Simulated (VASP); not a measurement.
# Ga2O3 (R-3c) in VASP: a series of runs, part 2 of 2

VASP 6.6.1. The steps go on from the part before.

## (3) Relaxation of cell and atoms, PBEsol

This run uses another cell than the first one, of 10.06 Å³/atom.

INCAR reads:

```
PREC = Accurate
ENCUT = 600
EDIFF = 1E-7
ISMEAR = -1
SIGMA = 0.02
LREAL = F
LASPH = T
NELM = 120
ALGO = Normal
ISIF = 3
LWAVE = F
LCHARG = F
GGA = PS
IBRION = 2
NSW = 80
EDIFFG = -0.005
GGA_COMPAT = F
NELMIN = 4
```

KPOINTS reads:

```
regular mesh
0
Gamma
  6 6 6
```

POSCAR reads:

```
Ga2O3
1.0
    2.5287808758      1.4599923194      4.5409449893
   -2.5287808758      1.4599923194      4.5409449893
    0.0000000000     -2.9199846388      4.5409449893
Ga O
4 6
Direct
    0.3558404619      0.3558404619      0.3558404619
    0.1441595381      0.1441595381      0.1441595381
    0.6441595381      0.6441595381      0.6441595381
    0.8558404619      0.8558404619      0.8558404619
    0.5531316629      0.9468683371      0.2500000000
    0.2500000000      0.5531316629      0.9468683371
    0.9468683371      0.2500000000      0.5531316629
    0.4468683371      0.0531316629      0.7500000000
    0.7500000000      0.4468683371      0.0531316629
    0.0531316629      0.7500000000      0.4468683371
```

Potentials or basis: VASP PAW PBE potentials, release 64 (Ga_d, O).

Command:

```console
$ cat potpaw_PBE.64/Ga_d/POTCAR potpaw_PBE.64/O/POTCAR > POTCAR
$ mpirun -np 1 vasp_std > vasp.out
```

OUTCAR:

```text
PREC = Accurate
   ENCUT = 600
   EDIFF = 1E-7
   ISMEAR = -1
   LREAL = F
   LASPH = T
   NELM = 120
   ISIF = 3
   GGA = PS
   IBRION = 2
   NSW = 80
   EDIFFG = -0.005
   NELMIN = 4

 ion  position               nearest neighbor table
   1  0.356  0.356  0.356-  10 1.95   8 1.95   9 1.95   5 2.10   7 2.10   6 2.10   2 2.88
   2  0.144  0.144  0.144-   9 1.95   8 1.95  10 1.95   5 2.10   7 2.10   6 2.10   1 2.88
   3  0.644  0.644  0.644-   7 1.95   5 1.95   6 1.95   8 2.10   9 2.10  10 2.10   4 2.88
   4  0.856  0.856  0.856-   6 1.95   5 1.95   7 1.95   8 2.10   9 2.10  10 2.10   3 2.88
   5  0.553  0.947  0.250-   3 1.95   4 1.95   1 2.10   2 2.10
   6  0.250  0.553  0.947-   4 1.95   3 1.95   1 2.10   2 2.10
   7  0.947  0.250  0.553-   3 1.95   4 1.95   1 2.10   2 2.10
   8  0.447  0.053  0.750-   1 1.95   2 1.95   3 2.10   4 2.10
   9  0.750  0.447  0.053-   2 1.95   1 1.95   3 2.10   4 2.10
  10  0.053  0.750  0.447-   1 1.95   2 1.95   3 2.10   4 2.10

  LATTYP: Found a trigonal (rhomboedric) cell.
 ALAT       =     5.3987490853
 COS(alpha) =     0.5612005186

  Lattice vectors:

 A1 = (   2.5287808758,   1.4599923194,   4.5409449893)
 A2 = (  -2.5287808758,   1.4599923194,   4.5409449893)
 A3 = (   0.0000000000,  -2.9199846388,   4.5409449893)

Analysis of symmetry for initial positions (statically):
=====================================================================
 Subroutine PRICEL returns:
 Original cell was already a primitive cell.

 Routine SETGRP: Setting up the symmetry group for a
 trigonal (rhombohedral) supercell.

 Subroutine GETGRP returns: Found 12 space group operations
 (whereof  6 operations were pure point group operations)
 out of a pool of 12 trial point group operations.

The static configuration has the point symmetry S_6 .
 The point group associated with its full space group is D_3d.

Analysis of symmetry for dynamics (positions and initial velocities):
[... 148 lines left out ...]
     AMIX_MAG =   1.60;   BMIX_MAG =  1.00
  volume/ion in A,a.u.               =      10.06        67.88
  Fermi-wavevector in a.u.,A,eV,Ry     =   1.565727  2.958795 33.354685  2.451500
  Thomas-Fermi vector in A             =   2.668160
   LORBIT       =      0    0 simple, 1 ext, 2 COOP (PROOUT), +10 PAW based schemes
   GGA     = PS    functional components
   LHFCALC =     F    Hartree Fock is set to
   AEXX    =    0.0000 exact exchange contribution
   IVDW    =     0    specifies the selected vdW correction
   LEPSILON=     F    determine dielectric tensor
   LRPA    =     F    only Hartree local field effects (RPA)
 conjugate gradient relaxation of ions
 non-spin polarized calculation
  energy-cutoff  :      600.00
  volume of cell :      100.59
 maximum number of plane-waves:      3378
 NGX is ok and might be reduce to    48
   NGX = 21   NGY = 21   NGZ = 21

--------------------------------------- Ionic step        1  -------------------------------------------

 number of electron      88.0000001 magnetization

 Free energy of the ion-electron system (eV)
  ---------------------------------------------------
  ext. energy  EPLUGINS =         0.00000000
  ---------------------------------------------------
  free energy    TOTEN  =       -63.75803820 eV

  energy without entropy =      -63.75803820  energy(sigma->0) =      -63.75803820

------------------------ aborting loop because EDIFF is reached ----------------------------------------

  FORCE on cell =-STRESS in cart. coord.  units (eV):
  Direction    XX          YY          ZZ          XY          YZ          ZX
  --------------------------------------------------------------------------------------
  -------------------------------------------------------------------------------------
  Total       -4.4147690     -4.4147690     -4.1581831     -0.0000000      0.0000000     -0.0000000
  in kB      -70.3168336    -70.3168336    -66.2300270     -0.0000000      0.0000000     -0.0000000
  external PRESSURE =     -68.9545647 kB  Pullay stress =       0.0000000 kB
[... 339 lines left out ...]
--------------------------------------- Ionic step        9  -------------------------------------------

 number of electron      87.9999991 magnetization

 Free energy of the ion-electron system (eV)
  ---------------------------------------------------
  ext. energy  EPLUGINS =         0.00000000
  ---------------------------------------------------
  free energy    TOTEN  =       -63.83293466 eV

  energy without entropy =      -63.83293466  energy(sigma->0) =      -63.83293466

 E-fermi :   4.8228     XC(G=0): -12.4253

 val. band max:        4.3280938152   @ k =  -0.1667   0.1667   0.0000
 cond. band min:       7.0117688083   @ k =   0.0000   0.0000   0.0000
 fundamental gap:      2.6836749932
 Fermi energy:         4.8227617986

 k-point     1 :       0.0000    0.0000    0.0000
  band No.  band energies     occupation
      1     -14.5947      2.00000
      2     -12.5571      2.00000
      3     -12.5571      2.00000
      4     -12.5365      2.00000
      5     -12.5144      2.00000
      6     -12.5144      2.00000
[... 1309 lines left out ...]
     51      14.1190      0.00000
     52      14.9732      0.00000

 [... further k-points ...]
[... 5 lines left out ...]
  --------------------------------------------------------------------------------------
  -------------------------------------------------------------------------------------
  Total        0.0008303      0.0008303     -0.0143524      0.0000000     -0.0000000     -0.0000000
  in kB        0.0136817      0.0136817     -0.2365088      0.0000000     -0.0000000     -0.0000000
  external PRESSURE =      -0.0697152 kB  Pullay stress =       0.0000000 kB
[... 25 lines left out ...]
  FREE ENERGIE OF THE ION-ELECTRON SYSTEM (eV)
  ---------------------------------------------------
  free  energy   TOTEN  =       -63.8329346620 eV

  energy  without entropy=      -63.8329346620  energy(sigma->0) =      -63.83293466

 reached required accuracy - stopping structural energy minimisation
```

Wall time 16 min (1 thread of AMD EPYC 9R45 (Zen 5), shared host); peak memory 0.4 GiB.

Results:

- Free energy: -63.8329 eV
- Relaxed volume: 9.72 Å³/atom
- Relaxed cell: a = 5.334 Å, b = 5.334 Å, c = 5.334 Å, α = 55.94°, β = 55.94°, γ = 55.94°
- Space group after relaxing (to 0.1 Å): R-3c (No. 167)
- Energy gained by relaxing: 7.5 meV/atom
- Ionic steps: 9
- Pressure after relaxing: 0.0 GPa
- Band gap on the k mesh: 2.68 eV (least direct gap 2.94 eV)

Forces in eV/Å, atoms in the order of the input:
```
Ga   0.000  0.000  0.002
Ga   0.000  0.000 -0.002
Ga   0.000  0.000 -0.002
Ga   0.000  0.000  0.002
O   -0.002  0.000  0.000
O    0.001 -0.002  0.000
O    0.001  0.002  0.000
O    0.002  0.000  0.000
O   -0.001  0.002  0.000
O   -0.001 -0.002  0.000
```

Step by step:
| step | energy change (eV) | largest force (eV/Å) | pressure (GPa) | volume (Å³) |
| --- | --- | --- | --- | --- |
| 1 | 0.0000 | 0.0270 | -6.90 | 100.59 |
| 2 | -0.0149 | 0.0053 | 6.92 | 94.42 |
| 3 | -0.0745 | 0.0116 | -0.04 | 97.26 |
| 4 | -0.0745 | 0.0112 | 0.11 | 97.19 |
| 5 | -0.0748 | 0.0101 | 0.12 | 97.17 |
| 6 | -0.0748 | 0.0146 | 0.11 | 97.17 |
| 7 | -0.0749 | 0.0071 | -0.08 | 97.26 |
| 8 | -0.0749 | 0.0082 | -0.04 | 97.24 |
| 9 | -0.0749 | 0.0023 | -0.01 | 97.23 |

Final structure:
```
Ga O
1.0
     2.50174    1.44438    4.48450
    -2.50174    1.44438    4.48450
     0.00000   -2.88876    4.48450
Ga O
4 6
Direct
  0.35587 0.35587 0.35587
  0.14413 0.14413 0.14413
  0.64413 0.64413 0.64413
  0.85587 0.85587 0.85587
  0.55287 0.94713 0.25000
  0.25000 0.55287 0.94713
  0.94713 0.25000 0.55287
  0.44713 0.05287 0.75000
  0.75000 0.44713 0.05287
  0.05287 0.75000 0.44713
```

Levels at points of the mesh, in eV from the valence-band top:
```
           k point  band 42  band 43  band 44  band 45  band 46  band 47
(0.00, 0.00, 0.00)    -0.32    -0.26    -0.26     2.68     6.56     6.65
(0.50, 0.00, 0.00)    -0.99    -0.15    -0.15     6.29     6.29     6.60
(0.50, 0.50, 0.00)    -0.70    -0.25    -0.15     6.43     6.64     7.45
(0.50, 0.50, 0.50)    -0.31    -0.31    -0.31     5.75     5.75     7.72
```

Caveat: the PAW data sets were made with another functional, which shifts forces and pressure a little.

## (4) Single point, LDA

This run uses another cell than the first one, of 9.41 Å³/atom.

INCAR reads:

```
PREC = Accurate
ENCUT = 520
EDIFF = 1E-6
ISMEAR = -1
SIGMA = 0.02
LREAL = False
LASPH = True
NELM = 60
ALGO = Normal
ISIF = 2
LWAVE = False
LCHARG = False
NBANDS = 55
```

KPOINTS reads:

```
Automatic mesh
0
Gamma
  6 6 6
```

POSCAR reads:

```
Ga2O3
1.0
    2.4750098428      1.4289475990      4.4354228526
   -2.4750098428      1.4289475990      4.4354228526
    0.0000000000     -2.8578951979      4.4354228526
Ga O
4 6
Direct
    0.3557625119      0.3557625119      0.3557625119
    0.1442374881      0.1442374881      0.1442374881
    0.6442374881      0.6442374881      0.6442374881
    0.8557625119      0.8557625119      0.8557625119
    0.5527883085      0.9472116915      0.2500000000
    0.2500000000      0.5527883085      0.9472116915
    0.9472116915      0.2500000000      0.5527883085
    0.4472116915      0.0527883085      0.7500000000
    0.7500000000      0.4472116915      0.0527883085
    0.0527883085      0.7500000000      0.4472116915
```

Potentials or basis: VASP PAW LDA potentials, release 64 (Ga_d, O).

Command:

```console
$ cat potpaw_LDA.64/Ga_d/POTCAR potpaw_LDA.64/O/POTCAR > POTCAR
$ mpirun -np 1 vasp_std > vasp.out
```

OUTCAR:

```text
PREC = Accurate
   ENCUT = 520
   EDIFF = 1E-6
   ISMEAR = -1
   LREAL = False
   LASPH = True
   NELM = 60
   ISIF = 2

 ion  position               nearest neighbor table
   1  0.356  0.356  0.356-   8 1.91   9 1.91  10 1.91   6 2.06   7 2.06   5 2.06   2 2.81   3 2.92
                             3 2.92   3 2.92
   2  0.144  0.144  0.144-   8 1.91  10 1.91   9 1.91   7 2.06   6 2.06   5 2.06   1 2.81   4 2.92
                             4 2.92   4 2.92
   3  0.644  0.644  0.644-   5 1.91   6 1.91   7 1.91   9 2.06  10 2.06   8 2.06   4 2.81   1 2.92
                             1 2.92   1 2.92
   4  0.856  0.856  0.856-   5 1.91   7 1.91   6 1.91  10 2.06   9 2.06   8 2.06   3 2.81   2 2.92
                             2 2.92   2 2.92
[... 1620 lines left out ...]
 -----------------------------------------------------------------------------
  energy-cutoff  :      520.00
  volume of cell :       94.12
      direct lattice vectors                 reciprocal lattice vectors
     2.475009843  1.428947599  4.435422853     0.202019399  0.116635954  0.075152549
    -2.475009843  1.428947599  4.435422853    -0.202019399  0.116635954  0.075152549
     0.000000000 -2.857895198  4.435422853     0.000000000 -0.233271908  0.075152549

 POSITION                                       TOTAL-FORCE (eV/Angst)
 -----------------------------------------------------------------------------------
      0.00000      0.00000      4.73387         0.000000     -0.000000     -0.016959
      0.00000      0.00000      1.91926         0.000000      0.000000      0.016959
      0.00000      0.00000      8.57240         0.000000      0.000000      0.016959
      0.00000      0.00000     11.38701         0.000000     -0.000000     -0.016959
     -0.97620      1.42895      7.76199        -0.025778      0.000000      0.000000
     -0.74940     -1.55989      7.76199         0.012889     -0.022325      0.000000
      1.72561      0.13094      7.76199         0.012889      0.022325      0.000000
      0.97620     -1.42895      5.54428         0.025778      0.000000      0.000000
      0.74940      1.55989      5.54428        -0.012889      0.022325      0.000000
     -1.72561     -0.13094      5.54428        -0.012889     -0.022325      0.000000
 -----------------------------------------------------------------------------------
    total drift:                               -0.000000     -0.000000      0.000000

  FREE ENERGIE OF THE ION-ELECTRON SYSTEM (eV)
  ---------------------------------------------------
  free  energy   TOTEN  =       -68.2662431975 eV

  energy  without entropy=      -68.2662431974  energy(sigma->0) =      -68.26624320
```

OSZICAR:

```text
N       E                     dE             d eps       ncg     rms          rms(c)
DAV:   1     0.119396496375E+04    0.11940E+04   -0.39774E+04  4273   0.302E+03
DAV:   2     0.181791458482E+03   -0.10122E+04   -0.94667E+03  3608   0.823E+02
DAV:   3    -0.572729716221E+02   -0.23906E+03   -0.23237E+03  3992   0.261E+02
DAV:   4    -0.760599347146E+02   -0.18787E+02   -0.18569E+02  4402   0.788E+01
DAV:   5    -0.767381408117E+02   -0.67821E+00   -0.67667E+00  4595   0.155E+01    0.167E+01
DAV:   6    -0.683416166278E+02    0.83965E+01   -0.26724E+01  6395   0.607E+01    0.444E+00
DAV:   7    -0.683954060181E+02   -0.53789E-01   -0.30101E+00  3977   0.960E+00    0.313E+00
DAV:   8    -0.683038509677E+02    0.91555E-01   -0.55942E-01  5249   0.556E+00    0.142E+00
DAV:   9    -0.682655185320E+02    0.38332E-01   -0.20082E-01  5585   0.492E+00    0.156E-01
DAV:  10    -0.682662119819E+02   -0.69345E-03   -0.12717E-02  4870   0.105E+00    0.542E-02
DAV:  11    -0.682662338804E+02   -0.21899E-04   -0.14586E-03  4593   0.490E-01    0.264E-02
DAV:  12    -0.682662449391E+02   -0.11059E-04   -0.22799E-04  4244   0.126E-01    0.179E-02
DAV:  13    -0.682662431875E+02    0.17516E-05   -0.34291E-05  5188   0.334E-02    0.248E-03
DAV:  14    -0.682662431975E+02   -0.10015E-07   -0.22462E-06  2854   0.962E-03
   1 F= -.68266243E+02 E0= -.68266243E+02  d E =-.409536E-10
```

It took 5.8 min on 1 thread of Intel Xeon 8259CL, shared host; peak memory 0.27 GiB.

What came out:

```yaml
Free_energy: -68.2662 eV
Pressure: 2.1 GPa
Largest_force: 0.026 eV/Å
Band_gap_on_the_k_mesh: 3.06 eV (least direct gap 3.33 eV)
```

Forces on the atoms (eV/Å):
```
Ga   0.000  0.000 -0.017
Ga   0.000  0.000  0.017
Ga   0.000  0.000  0.017
Ga   0.000  0.000 -0.017
O   -0.026  0.000  0.000
O    0.013 -0.022  0.000
O    0.013  0.022  0.000
O    0.026  0.000  0.000
O   -0.013  0.022  0.000
O   -0.013 -0.022  0.000
```

Stress tensor (GPa, compression positive):
```
2.27 0.00 0.00
0.00 2.27 0.00
0.00 0.00 1.78
```

A k mesh can miss the band edges.

## (5) Single point, PBE

INCAR reads:

```
SYSTEM = Ga2O3
PREC = Accurate
ENCUT = 520
EDIFF = 1E-7
ISMEAR = -1
SIGMA = 0.02
LREAL = .FALSE.
LASPH = .TRUE.
NELM = 80
ALGO = Normal
ISIF = 2
LWAVE = .FALSE.
LCHARG = .FALSE.
GGA = PE
NBANDS = 55
```

KPOINTS reads:

```
regular mesh
0
G
  6 6 6
  0 0 0
```

POSCAR reads:

```
Ga2O3
1.0
    2.4922622633      1.4389082886      4.4806364985
   -2.4922622633      1.4389082886      4.4806364985
    0.0000000000     -2.8778165772      4.4806364985
Ga O
4 6
Direct
    0.3554263352      0.3554263352      0.3554263352
    0.1445736648      0.1445736648      0.1445736648
    0.6445736648      0.6445736648      0.6445736648
    0.8554263352      0.8554263352      0.8554263352
    0.5536335029      0.9463664971      0.2500000000
    0.2500000000      0.5536335029      0.9463664971
    0.9463664971      0.2500000000      0.5536335029
    0.4463664971      0.0536335029      0.7500000000
    0.7500000000      0.4463664971      0.0536335029
    0.0536335029      0.7500000000      0.4463664971
```

Potentials or basis: VASP PAW PBE potentials, release 64 (Ga_d, O).

Command:

```console
$ cat potpaw_PBE.64/Ga_d/POTCAR potpaw_PBE.64/O/POTCAR > POTCAR
$ mpirun -np 1 vasp_std > vasp.out
```

It took 6.3 min on 1 thread of Intel Xeon 8259CL, shared host; peak memory 0.31 GiB.

The run converged. Its results:

```yaml
Free_energy: -59.2422 eV
Pressure: 10.4 GPa
Largest_force: 0.069 eV/Å
Band_gap_on_the_k_mesh: 2.85 eV (least direct gap 3.10 eV)
```

Forces in eV/Å, atoms in the order of the input:
```
Ga   0.000  0.000  0.069
Ga   0.000  0.000 -0.069
Ga   0.000  0.000 -0.069
Ga   0.000  0.000  0.069
O   -0.020  0.000  0.000
O    0.010 -0.018  0.000
O    0.010  0.018  0.000
O    0.020  0.000  0.000
O   -0.010  0.018  0.000
O   -0.010 -0.018  0.000
```

Stress tensor (GPa, compression positive):
```
10.86  0.00  0.00
 0.00 10.86  0.00
 0.00  0.00  9.58
```

Levels at points of the mesh, in eV from the valence-band top:
| k point | band 42 | band 43 | band 44 | band 45 | band 46 | band 47 |
| --- | --- | --- | --- | --- | --- | --- |
| (0.00, 0.00, 0.00) | -0.31 | -0.25 | -0.25 | 2.85 | 6.71 | 6.87 |
| (0.50, 0.00, 0.00) | -0.99 | -0.15 | -0.15 | 6.43 | 6.43 | 6.78 |
| (0.50, 0.50, 0.00) | -0.70 | -0.25 | -0.15 | 6.58 | 6.78 | 7.64 |
| (0.50, 0.50, 0.50) | -0.30 | -0.30 | -0.30 | 5.90 | 5.90 | 7.89 |

Caveat: the cell stands under pressure.

## (6) Overview

```csv
task,level,potentials or basis,cell,cutoff (eV),smearing,gap on the mesh (eV),pressure (GPa),largest force (eV/Å)
single point,r2SCAN,"VASP PAW PBE potentials, release 64 (Ga_d, O)","a = 5.325 Å, angles 55.8°, 10 atoms",520,gaussian 0.01 eV,3.54,1.9,0.04
relaxation of cell and atoms,PBEsol,"VASP PAW PBE potentials, release 64 (Ga_d, O)","relaxed from a = 5.399 Å, angles 55.9°, 10 atoms",600,fermi-dirac 0.02 eV,2.68,0.0,-
single point,LDA,"VASP PAW LDA potentials, release 64 (Ga_d, O)","a = 5.276 Å, angles 55.9°, 10 atoms",520,fermi-dirac 0.02 eV,3.06,2.1,0.03
single point,PBE,"VASP PAW PBE potentials, release 64 (Ga_d, O)","a = 5.325 Å, angles 55.8°, 10 atoms",520,fermi-dirac 0.02 eV,2.85,10.4,0.07
```

Alike in all rows: no spin polarisation; k mesh 6 × 6 × 6.

Caveats: the PAW data sets were made with another functional, which shifts forces and pressure a little (at least some runs); the cell stands under pressure (at least some runs).

Total energies depend on the potentials used, so only differences within one code and one set of settings carry meaning.
